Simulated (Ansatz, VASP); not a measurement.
**WSe2 in VASP and in Ansatz**

The input INCAR:

```
ALGO = Normal
EDIFF = 1E-6
ENCUT = 520
GGA = PE
ISIF = 2
ISMEAR = -1
LASPH = T
LCHARG = F
LREAL = F
LWAVE = F
NBANDS = 20
NELM = 60
PREC = Accurate
SIGMA = 0.02
```

KPOINTS

```
k-points
0
Gamma
  12 12 4
```

Contents of POSCAR:

```
WSe2
1.0
    3.3104015815      0.0000000000      0.0000000000
   -1.6552007907      2.8668918663      0.0000000000
    0.0000000000      0.0000000000      7.2130040201
W Se
1 2
Direct
    0.0000000000      0.0000000000      0.0000000000
    0.3333333333      0.6666666667      0.2303823983
    0.3333333333      0.6666666667      0.7696176017
```

Input for Ansatz:

```yaml
crystal:
  lattice:
    - [3.3104015815, 0.0, 0.0]
    - [-1.6552007907, 2.8668918663, 0.0]
    - [0.0, 0.0, 7.2130040201]
  atoms:
    - { symbol: W, position: [0.0, 0.0, 0.0] }
    - { symbol: Se, position: [0.3333333333, 0.6666666667, 0.2303823983] }
    - { symbol: Se, position: [0.3333333333, 0.6666666667, 0.7696176017] }
kpoints:
  mp_grid: { grid: [12, 12, 4] }
  band_path:
    path:
      - [0.0, 0.0, 0.0]
      - [0.5, 0.0, 0.0]
      - [0.3333333333, 0.3333333333, 0.0]
      - [0.0, 0.0, 0.5]
      - [0.5, 0.0, 0.5]
      - [0.3333333333, 0.3333333333, 0.5]
      - [0.174479, 0.177083, 0.0]
    npoints: 1
hamiltonian:
  xc: pbe
scf:
  occupations: { method: fermi_dirac, width: 0.02 }
  n_extra_bands: 4
output:
  forces: true
  stress: true
  eigenvalues: true
  write_density: true
  write_potential: true
  elf: true
  volumetric_format: npy
```

Change from the starting cell: hydrostatic strain +0.4%.

Alike in both runs: task single point; functional PBE; k mesh 12 × 12 × 4; occupations fermi-dirac, width 0.02 eV; no spin polarisation.

```csv
,VASP,Ansatz
version,VASP 6.6.1,Ansatz 0.2.0
potentials or method,"VASP PAW PBE potentials, release 64 (W_sv, Se)","plane waves, PAW"
plane-wave cutoff (eV),520,420
valence electrons in the cell,26,46
```

```csv
,VASP,Ansatz,Ansatz less VASP
gap on the k mesh at the Fermi level (eV),1.38,1.38,+0.003
pressure (GPa),2.6,2.4,-0.28
"traceless stress, the component that is largest in VASP (GPa)",1.36,1.29,-0.068
rms of the force components (eV/Å),0.160,0.138,-0.0222
```

Atom by atom the forces differ by 0.022 eV/Å (rms over components). VASP's potentials hold 26 valence electrons a cell and Ansatz's 46, so a difference there can come from the potentials and not from the codes.

Neither program's run includes spin-orbit coupling.
